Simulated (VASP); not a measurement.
A run of VASP 6.6.1:

INCAR

```
SYSTEM = InAs
ALGO = Normal
EDIFF = 1E-7
ENCUT = 520
GGA = PE
ISIF = 2
ISMEAR = 0
LASPH = .True.
LCHARG = .True.
LELF = .True.
LREAL = .False.
LVHAR = .True.
LWAVE = .False.
NBANDS = 16
NELM = 60
PREC = Accurate
SIGMA = 0.15
```

File KPOINTS:

```
k-points
0
Gamma
  18 18 18
  0 0 0
```

Contents of POSCAR:

```
InAs
1.0
    0.0000000000      2.7315175793      3.0190457455
    2.7315175793      0.0000000000      3.0190457455
    2.7315175793      2.7315175793      0.0000000000
In As
1 1
Direct
    0.5000000000      0.5000000000      0.5000000000
    0.0000000000      0.0000000000      0.0000000000
```

Potentials or basis: VASP PAW PBE potentials, release 64 (In_d, As).

The run is started by

```console
$ cat potpaw_PBE.64/In_d/POTCAR potpaw_PBE.64/As/POTCAR > POTCAR
$ mpirun -np 1 vasp_std > vasp.out
```

Hardware: 1 thread of Intel(R) Xeon(R) 6975P-C (Granite Rapids), on a shared host.

Estimate the wall time of this run.

It took 2.6 min on 1 thread of Intel(R) Xeon(R) 6975P-C (Granite Rapids) (shared host), peak memory 0.46 GiB. Counts: scf iterations 14, k points 480.
